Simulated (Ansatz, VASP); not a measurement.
# Cr: VASP beside Ansatz

```
CELL_PARAMETERS angstrom
1.20282 -2.28134 0.00000
1.20282 2.28134 0.00000
0.00000 0.00000 2.24216
ATOMIC_POSITIONS crystal
Cr 0.00000 0.00000 0.00000
```

Alike in both runs: functional PBE; k mesh 20 × 20 × 18; occupations gaussian, width 0.1 eV; no spin polarisation.

Ansatz relaxed the structure, and its values are those at the end. VASP's run is a single point on that final structure, the one shown.

|  | VASP | Ansatz |
| --- | --- | --- |
| version | VASP 6.6.1 | Ansatz 0.2.0 |
| potentials or method | VASP PAW PBE potentials, release 64 (Cr_pv), cutoff 520 eV | scalar-relativistic, plane waves, PAW |
| valence electrons in the cell | 12 | 14 |

```csv
,VASP,Ansatz,Ansatz less VASP
gap on the k mesh at the Fermi level (eV),none,none,-
pressure (GPa),-0.2,0.0,+0.21
```

A gap of «none» marks a metal or a gap that the smearing closes. VASP's potentials hold 12 valence electrons a cell and Ansatz's 14, so a difference there can come from the potentials and not from the codes.
